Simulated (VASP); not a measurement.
# CdInS2 (P-3m1) in VASP: a series of runs

Runs on CdInS2. Level: PBE. Tasks: single point, relaxation of cell and atoms.

All numbers are computed with VASP 6.6.1; they aren't measurements. Logs are shortened: lines on timing, memory, paths and dates and some standing lists are left out, and cuts for length are marked.

### Step 1. The cell of the first run

Symmetry: P-3m1, No. 164, trigonal system. Conventional cell: a = 3.869 Å, b = 3.869 Å, c = 6.811 Å, α = 90.00°, β = 90.00°, γ = 120.00°. Within 3.7 Å of Cd (site symmetry -3m) lie 6 S at 2.79 Å and 2 In at 3.41 Å. In (site symmetry -3m) has 6 S at 2.83 Å and 2 Cd at 3.41 Å within 3.7 Å. S (site symmetry 3m) has 3 Cd at 2.79 Å and 3 In at 2.83 Å within 3.7 Å.

### Step 2. Single point, PBE

INCAR

```
SYSTEM = CdInS2
  ALGO = Normal
  EDIFF = 1E-7
  ENCUT = 520
  GGA = PE
  ISIF = 2
  ISMEAR = 0
  LASPH = .TRUE.
  LCHARG = .FALSE.
  LREAL = .FALSE.
  LWAVE = .FALSE.
  NBANDS = 26
  NELM = 100
  PREC = Accurate
  SIGMA = 0.1
```

KPOINTS

```
k-points
0
G
  6 6 4
  0 0 0
```

POSCAR

```
CdInS2
1.0
    3.8694961422      0.0000000000      0.0000000000
   -1.9347480711      3.3510819590      0.0000000000
    0.0000000000      0.0000000000      6.8105290000
Cd In S
1 1 2
Direct
    0.0000000000      0.0000000000      0.0000000000
    0.0000000000      0.0000000000      0.5000000000
    0.6666666700      0.3333333300      0.7550490000
    0.3333333300      0.6666666700      0.2449510000
```

Potentials or basis: VASP PAW PBE potentials, release 64 (Cd, In_d, S).

Started as:

```sh
$ cat potpaw_PBE.64/Cd/POTCAR potpaw_PBE.64/In_d/POTCAR potpaw_PBE.64/S/POTCAR > POTCAR
$ mpirun -np 1 vasp_std > vasp.out
```

OUTCAR:

```text
SYSTEM = CdInS2
   EDIFF = 1E-7
   ENCUT = 520
   GGA = PE
   ISIF = 2
   ISMEAR = 0
   LASPH = .TRUE.
   LREAL = .FALSE.
   NELM = 100
   PREC = Accurate

 ion  position               nearest neighbor table
   1  0.000  0.000  0.000-   3 2.79   4 2.79   3 2.79   4 2.79   3 2.79   4 2.79   2 3.41   2 3.41

   2  0.000  0.000  0.500-   3 2.83   4 2.83   3 2.83   4 2.83   3 2.83   4 2.83   1 3.41   1 3.41

   3  0.667  0.333  0.755-   1 2.79   1 2.79   1 2.79   2 2.83   2 2.83   2 2.83
   4  0.333  0.667  0.245-   1 2.79   1 2.79   1 2.79   2 2.83   2 2.83   2 2.83

  LATTYP: Found a hexagonal cell.
 ALAT       =     3.8694961422
 C/A-ratio  =     1.7600557669

  Lattice vectors:

 A1 = (   3.8694961422,   0.0000000000,   0.0000000000)
 A2 = (  -1.9347480711,   3.3510819590,   0.0000000000)
 A3 = (   0.0000000000,   0.0000000000,   6.8105290000)

Analysis of symmetry for initial positions (statically):
=====================================================================
 Subroutine PRICEL returns:
 Original cell was already a primitive cell.

 Routine SETGRP: Setting up the symmetry group for a
 hexagonal supercell.

 Subroutine GETGRP returns: Found 12 space group operations
 (whereof 12 operations were pure point group operations)
 out of a pool of 24 trial point group operations.

The static configuration has the point symmetry D_3d.

Analysis of symmetry for dynamics (positions and initial velocities):
=====================================================================
 Subroutine PRICEL returns:
 Original cell was already a primitive cell.

 Routine SETGRP: Setting up the symmetry group for a
 hexagonal supercell.

 Subroutine GETGRP returns: Found 12 space group operations
 (whereof 12 operations were pure point group operations)
 out of a pool of 24 trial point group operations.

The dynamic configuration has the point symmetry D_3d.

 Subroutine INISYM returns: Found 12 space group operations
 (whereof 12 operations are pure point group operations),
 and found     1 'primitive' translations

----------------------------------------------------------------------------------------

                                     Primitive cell

  volume of cell :      88.3121

  direct lattice vectors                    reciprocal lattice vectors
[... 87 lines left out ...]
   LASPH  =      T    aspherical Exc in radial PAW
   ENCUT  =  520.0 eV  38.22 Ry    6.18 a.u.   7.19  7.19 12.66*2*pi/ulx,y,z
   NELM   =    100;   NELMIN=  2; NELMDL= -5     # of ELM steps
   EDIFF  = 0.1E-06   stopping-criterion for ELM
   LREAL  =      F    real-space projection
   EDIFFG = 0.1E-05   stopping-criterion for IOM
   NSW    =      0    number of steps for IOM
   IBRION =     -1    ionic relax: 0-MD 1-quasi-New 2-CG
   NFREE  =      0    steps in history (QN), initial steepest desc. (CG)
   ISIF   =      2    stress and relaxation
   ISYM   =      2    0-nonsym 1-usesym 2-fastsym
   POTIM  = 0.5000    time-step for ionic-motion
   TEBEG  =    0.0;   TEEND  =   0.0 temperature during run
   PSTRESS=    0.0 pullay stress
   NELECT =      37.0000    total number of electrons
   NUPDOWN=      -1.0000    fix difference up-down
   EMIN   =  10.00;   EMAX   =-10.00  energy-range for DOS
   EFERMI =   0.00;   METHOD = LEGACY
   ISMEAR =     0;   SIGMA  =   0.10  broadening in eV -4-tet -1-fermi 0-gaus
   EFERMI_NEDOS =   21; number of points for ismear=-14 and -15
   IALGO  =     38    algorithm
   IMIX   =      4    mixing-type and parameters
     AMIX     =   0.40;   BMIX     =  1.00
     AMIX_MAG =   1.60;   BMIX_MAG =  1.00
  volume/ion in A,a.u.               =      22.08       148.99
  Fermi-wavevector in a.u.,A,eV,Ry     =   1.224998  2.314910 20.417169  1.500620
  Thomas-Fermi vector in A             =   2.360052
   LORBIT       =      0    0 simple, 1 ext, 2 COOP (PROOUT), +10 PAW based schemes
   GGA     = PE    functional components
   LHFCALC =     F    Hartree Fock is set to
   AEXX    =    0.0000 exact exchange contribution
   IVDW    =     0    specifies the selected vdW correction
   LEPSILON=     F    determine dielectric tensor
   LRPA    =     F    only Hartree local field effects (RPA)
 non-spin polarized calculation
 Gauss-broadening in eV      SIGMA  =   0.10
  energy-cutoff  :      520.00
  volume of cell :       88.31
 maximum number of plane-waves:      2396
 NGX is ok and might be reduce to    30
   NGX = 15   NGY = 15   NGZ = 25

 number of electron      37.0000009 magnetization

 Free energy of the ion-electron system (eV)
  ---------------------------------------------------
  ext. energy  EPLUGINS =         0.00000000
  ---------------------------------------------------
  free energy    TOTEN  =       -13.08666991 eV

  energy without entropy =      -13.07927657  energy(sigma->0) =      -13.08297324

 E-fermi :   5.2662     XC(G=0): -10.0667

 val. band max:        5.2108459910   @ k =   0.5000   0.0000   0.0000
 cond. band min:       5.3167874531   @ k =   0.3333   0.0000   0.5000
 fundamental gap:      0.1059414620
 Fermi energy:         5.2662490582

 k-point     1 :       0.0000    0.0000    0.0000
  band No.  band energies     occupation
      1      -9.4483      2.00000
      2      -9.4456      2.00000
      3      -9.4456      2.00000
      4      -9.3773      2.00000
      5      -9.3773      2.00000
      6      -8.6864      2.00000
[... 685 lines left out ...]
     25      12.1339      0.00000
     26      12.1339      0.00000

------------------------ aborting loop because EDIFF is reached ----------------------------------------

  FORCE on cell =-STRESS in cart. coord.  units (eV):
  Direction    XX          YY          ZZ          XY          YZ          ZX
  --------------------------------------------------------------------------------------
  -------------------------------------------------------------------------------------
  Total        0.1425954      0.1425954      0.1123422      0.0000000      0.0000000      0.0000000
  in kB        2.5869969      2.5869969      2.0381355      0.0000000      0.0000000      0.0000000
  external PRESSURE =       2.4040431 kB  Pullay stress =       0.0000000 kB

 VOLUME and BASIS-vectors are now :
 -----------------------------------------------------------------------------
  energy-cutoff  :      520.00
  volume of cell :       88.31
      direct lattice vectors                 reciprocal lattice vectors
     3.869496142  0.000000000  0.000000000     0.258431580  0.149205542  0.000000000
    -1.934748071  3.351081959  0.000000000     0.000000000  0.298411084  0.000000000
     0.000000000  0.000000000  6.810529000     0.000000000  0.000000000  0.146831472

 POSITION                                       TOTAL-FORCE (eV/Angst)
 -----------------------------------------------------------------------------------
      0.00000      0.00000      0.00000         0.000000      0.000000      0.000000
      0.00000      0.00000      3.40526         0.000000      0.000000      0.000000
      1.93475      1.11703      5.14228         0.000000      0.000000      0.049956
     -0.00000      2.23405      1.66825        -0.000000     -0.000000     -0.049956
 -----------------------------------------------------------------------------------
    total drift:                                0.000000     -0.000000      0.000000

  FREE ENERGIE OF THE ION-ELECTRON SYSTEM (eV)
  ---------------------------------------------------
  free  energy   TOTEN  =       -13.0866699123 eV

  energy  without entropy=      -13.0792765707  energy(sigma->0) =      -13.08297324
```

OSZICAR:

```text
N       E                     dE             d eps       ncg     rms          rms(c)
DAV:   1     0.318510128631E+03    0.31851E+03   -0.17589E+04  1248   0.155E+03
DAV:   2     0.167240974584E+02   -0.30179E+03   -0.29016E+03  1290   0.390E+02
DAV:   3    -0.128733223594E+02   -0.29597E+02   -0.29096E+02  1516   0.122E+02
DAV:   4    -0.139216831434E+02   -0.10484E+01   -0.10444E+01  1468   0.225E+01
DAV:   5    -0.139543030275E+02   -0.32620E-01   -0.32604E-01  1754   0.420E+00    0.918E+00
DAV:   6    -0.131014703959E+02    0.85283E+00   -0.15376E+00  1864   0.184E+01    0.726E+00
DAV:   7    -0.130893593001E+02    0.12111E-01   -0.57982E-01  1454   0.455E+00    0.308E+00
DAV:   8    -0.130871585963E+02    0.22007E-02   -0.54960E-02  1542   0.243E+00    0.556E-01
DAV:   9    -0.130866202556E+02    0.53834E-03   -0.85150E-03  1526   0.112E+00    0.194E-01
DAV:  10    -0.130865923063E+02    0.27949E-04   -0.72022E-04  1500   0.257E-01    0.894E-02
DAV:  11    -0.130866663062E+02   -0.74000E-04   -0.24568E-04  1406   0.118E-01    0.475E-02
DAV:  12    -0.130866691897E+02   -0.28834E-05   -0.18032E-05  1538   0.309E-02    0.242E-02
DAV:  13    -0.130866694340E+02   -0.24435E-06   -0.15730E-06  1530   0.655E-03    0.117E-02
DAV:  14    -0.130866699608E+02   -0.52682E-06   -0.14070E-06  1410   0.776E-03    0.146E-03
DAV:  15    -0.130866699123E+02    0.48531E-07   -0.10012E-07   908   0.238E-03
   1 F= -.13086670E+02 E0= -.13082973E+02  d E =-.739334E-02
```

stdout:

```text
POSCAR found type information on POSCAR CdInS
 POSCAR found :  3 types and       4 ions
 scaLAPACK will be used
 LDA part: xc-table for (Slater+PW92), standard interpolation
 POSCAR, INCAR and KPOINTS ok, starting setup
 FFT: planning ... GRIDC
 FFT: planning ... GRID_SOFT
 FFT: planning ... GRID
 WAVECAR not read
 entering main loop
```

Wall time 26 s (1 thread of AMD EPYC 9R45 (Zen 5), shared host); peak memory 0.21 GiB.

Results:

```yaml
Free_energy: -13.0867 eV
Pressure: 0.2 GPa
Largest_force: 0.050 eV/Å
Band_gap_on_the_k_mesh: zero (an odd number of electrons rules out a gap without spin polarisation)
```

Forces in eV/Å, atoms in the order of the input:
```
Cd   0.000  0.000  0.000
In   0.000  0.000  0.000
S    0.000  0.000  0.050
S    0.000  0.000 -0.050
```

Levels at points of the mesh, in eV from the Fermi level:
| k point | band 16 | band 17 | band 18 | band 19 | band 20 | band 21 |
| --- | --- | --- | --- | --- | --- | --- |
| (0.00, 0.00, 0.00) | -2.06 | -1.87 | -1.56 | -1.56 | 1.85 | 4.40 |
| (0.50, 0.00, 0.00) | -3.48 | -3.27 | -1.70 | -0.06 | 1.85 | 1.91 |
| (0.00, 0.00, 0.50) | -1.87 | -1.72 | -1.72 | 0.57 | 1.14 | 4.55 |
| (0.50, 0.00, 0.50) | -2.97 | -2.63 | -2.55 | -0.78 | 0.32 | 3.85 |

Caveat: spin-orbit coupling is left out, which moves the levels of the heavy elements.

### Step 3. Single point, PBE

INCAR

```
ALGO = Normal ; EDIFF = 1E-7
ENCUT = 520 ; GGA = PE
ISIF = 2 ; ISMEAR = 0
LASPH = T ; LCHARG = T
LELF = T ; LREAL = F
LVHAR = T ; LWAVE = F
NBANDS = 26 ; NELM = 80
PREC = Accurate ; SIGMA = 0.1
```

KPOINTS

```
k-points
0
Gamma
  12 12 8
```

POSCAR

```
CdInS2
1.0
    3.8719572140      0.0000000000      0.0000000000
   -1.9359786070      3.3532133097      0.0000000000
    0.0000000000      0.0000000000      6.8106272354
Cd In S
1 1 2
Direct
    0.0000000000      0.0000000000      0.0000000000
    0.0000000000      0.0000000000      0.5000000000
    0.6666666667      0.3333333333      0.7578293702
    0.3333333333      0.6666666667      0.2421706298
```

Potentials or basis: VASP PAW PBE potentials, release 64 (Cd, In_d, S).

Started as:

```sh
$ cat potpaw_PBE.64/Cd/POTCAR potpaw_PBE.64/In_d/POTCAR potpaw_PBE.64/S/POTCAR > POTCAR
$ mpirun -np 1 vasp_std > vasp.out
```

It took 2.3 min on 1 thread of AMD EPYC 9R45 (Zen 5), shared host; peak memory 0.4 GiB.

It converged, with:

```
Free energy            : -13.0869 eV
Pressure               : 0.1 GPa
Largest force          : 0.026 eV/Å
Band gap on the k mesh : zero (an odd number of electrons rules out a gap without spin polarisation)
```

Forces on the atoms (eV/Å):
```
Cd   0.000  0.000  0.000
In   0.000  0.000  0.000
S    0.000  0.000 -0.026
S    0.000  0.000  0.026
```

Levels at points of the mesh, in eV from the Fermi level:
| k point | band 17 | band 18 | band 19 | band 20 | band 21 | band 22 |
| --- | --- | --- | --- | --- | --- | --- |
| (0.00, 0.00, 0.00) | -1.83 | -1.49 | -1.49 | 1.91 | 4.46 | 4.93 |
| (0.50, 0.00, 0.00) | -3.21 | -1.63 | -0.02 | 1.90 | 1.99 | 3.89 |
| (0.00, 0.00, 0.50) | -1.64 | -1.64 | 0.61 | 1.20 | 4.51 | 4.98 |
| (0.50, 0.00, 0.50) | -2.60 | -2.44 | -0.78 | 0.41 | 3.89 | 4.10 |

Caveat: spin-orbit coupling is left out, which moves the levels of the heavy elements.

### Step 4. Relaxation of cell and atoms, PBE

INCAR

```
PREC = Accurate
ENCUT = 600
EDIFF = 1E-6
ISMEAR = 0
SIGMA = 0.1
LREAL = False
LASPH = True
NELM = 100
ALGO = Normal
ISIF = 3
LWAVE = False
LCHARG = False
GGA = PE
IBRION = 2
NSW = 100
EDIFFG = -0.01
```

KPOINTS

```
regular mesh
0
Gamma
  12 12 8
```

POSCAR

```
CdInS2
1.0
    3.8694961422      0.0000000000      0.0000000000
   -1.9347480711      3.3510819590      0.0000000000
    0.0000000000      0.0000000000      6.8105290000
Cd In S
1 1 2
Direct
    0.0000000000      0.0000000000      0.0000000000
    0.0000000000      0.0000000000      0.5000000000
    0.6666666700      0.3333333300      0.7550490000
    0.3333333300      0.6666666700      0.2449510000
```

Started as:

```sh
$ cat potpaw_PBE.64/Cd/POTCAR potpaw_PBE.64/In_d/POTCAR potpaw_PBE.64/S/POTCAR > POTCAR
$ mpirun -np 1 vasp_std > vasp.out
```

Run time: 6.8 min. Hardware: 1 thread of AMD EPYC 9R45 (Zen 5), shared host; peak memory 0.46 GiB.

It converged, with:

| Property | Result |
| --- | --- |
| Free energy | -13.0873 eV |
| Relaxed volume | 22.15 Å³/atom |
| Relaxed cell | a = 3.873 Å, b = 3.873 Å, c = 6.821 Å, α = 90.00°, β = 90.00°, γ = 120.00° |
| Space group after relaxing (to 0.1 Å) | P-3m1 (No. 164) |
| Energy gained by relaxing | 0.2 meV/atom |
| Ionic steps | 5 |
| Pressure after relaxing | 0.0 GPa |
| Band gap on the k mesh | zero (an odd number of electrons rules out a gap without spin polarisation) |

Stress tensor (GPa, compression positive):
```
 0.02  0.00  0.00
 0.00  0.02  0.00
 0.00  0.00 -0.06
```

The path:
```tsv
step	energy change (eV)	largest force (eV/Å)	pressure (GPa)	volume (Å³)
1	0.0000	0.0541	0.17	88.31
2	-0.0004	0.0446	-0.05	88.62
3	-0.0004	0.0413	-0.12	88.72
4	-0.0007	0.0260	-0.08	88.68
5	-0.0008	0.0018	0.00	88.61
```

Final structure:
```cif
data_structure
_symmetry_space_group_name_H-M 'P 1'
_symmetry_Int_Tables_number 1
_cell_length_a 3.8729
_cell_length_b 3.8729
_cell_length_c 6.8213
_cell_angle_alpha 90.000
_cell_angle_beta 90.000
_cell_angle_gamma 120.000
_cell_volume 88.61
loop_
_atom_site_label
_atom_site_type_symbol
_atom_site_fract_x
_atom_site_fract_y
_atom_site_fract_z
_atom_site_occupancy
Cd1 Cd 0.00000 0.00000 0.00000 1
In1 In 0.00000 0.00000 0.50000 1
S1 S 0.66667 0.33333 0.75704 1
S2 S 0.33333 0.66667 0.24296 1
```

Levels at points of the mesh, in eV from the Fermi level:
| k point | band 16 | band 17 | band 18 | band 19 | band 20 | band 21 | band 22 |
| --- | --- | --- | --- | --- | --- | --- | --- |
| (0.00, 0.00, 0.00) | -1.99 | -1.84 | -1.49 | -1.49 | 1.91 | 4.43 | 4.93 |
| (0.50, 0.00, 0.00) | -3.44 | -3.20 | -1.64 | -0.02 | 1.90 | 1.97 | 3.89 |
| (0.00, 0.00, 0.50) | -1.82 | -1.65 | -1.65 | 0.61 | 1.19 | 4.53 | 4.97 |
| (0.50, 0.00, 0.50) | -2.90 | -2.59 | -2.45 | -0.77 | 0.39 | 3.89 | 4.09 |

Caveat: spin-orbit coupling is left out, which moves the levels of the heavy elements.

### Step 5. Overview

| task | cell | k mesh | cutoff (eV) | gap on the mesh (eV) | pressure (GPa) | largest force (eV/Å) |
| --- | --- | --- | --- | --- | --- | --- |
| single point | a = 3.869, b = 3.869, c = 6.811 Å, angles 90.0, 90.0, 120.0°, 4 atoms, atomic positions A | 6 × 6 × 4 | 520 | none | 0.2 | 0.05 |
| single point | a = 3.872, b = 3.872, c = 6.811 Å, angles 90.0, 90.0, 120.0°, 4 atoms, atomic positions B | 12 × 12 × 8 | 520 | none | 0.1 | 0.03 |
| relaxation of cell and atoms | relaxed from a = 3.869, b = 3.869, c = 6.811 Å, angles 90.0, 90.0, 120.0°, 4 atoms, atomic positions A | 12 × 12 × 8 | 600 | none | 0.0 | - |

Alike in all rows: level PBE; potentials or basis VASP PAW PBE potentials, release 64 (Cd, In_d, S); no spin polarisation; smearing gaussian 0.1 eV.

Caveats: spin-orbit coupling is left out, which moves the levels of the heavy elements.

Total energies depend on the potentials used, so only differences within one code and one set of settings carry meaning.
